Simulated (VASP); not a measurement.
Here is a VASP 6.6.1 calculation.

INCAR

```
SYSTEM = Re
PREC = Accurate
ENCUT = 600
EDIFF = 1E-6
ISMEAR = 0
SIGMA = 0.1
LREAL = .FALSE.
LASPH = .TRUE.
NELM = 100
ALGO = Normal
ISIF = 3
LWAVE = .FALSE.
LCHARG = .FALSE.
GGA = PS
IBRION = 2
NSW = 70
EDIFFG = -0.005
```

File KPOINTS:

```
Automatic mesh
0
G
  18 18 10
  0 0 0
```

POSCAR

```
Re
1.0
    2.7748870829      0.0000000000      0.0000000000
   -1.3874435415      2.4031227065      0.0000000000
    0.0000000000      0.0000000000      4.4841279362
Re
2
Direct
    0.3333333333      0.6666666667      0.2500000000
    0.6666666667      0.3333333333      0.7500000000
```

Potentials or basis: VASP PAW PBE potentials, release 64 (Re).

Run with:

```console
$ cat potpaw_PBE.64/Re/POTCAR > POTCAR
$ mpirun -np 1 vasp_std > vasp.out
```

**Question.** Estimate the relaxed cell.

**Answer.** a = 2.751 Å, b = 2.751 Å, c = 4.443 Å, α = 90.00°, β = 90.00°, γ = 120.00°.

**Question.** Predict the band gap on the k mesh.

**Answer.** Zero (bands 7 and 8 overlap by 3.23 eV).

Step by step:
```tsv
step	energy change (eV)	largest force (eV/Å)	pressure (GPa)	volume (Å³)
1	0.0000	0.0000	-10.02	29.90
2	0.4748	0.0000	57.44	26.03
3	-0.0251	0.0000	-0.54	29.16
4	-0.0252	0.0000	-0.10	29.12
5	-0.0252	0.0000	0.06	29.11
6	-0.0252	0.0000	-0.13	29.13
7	-0.0252	0.0000	0.00	29.12
```

Caveat: the PAW data sets were made with another functional, which shifts forces and pressure a little; spin-orbit coupling is left out, which moves the levels of the heavy elements.
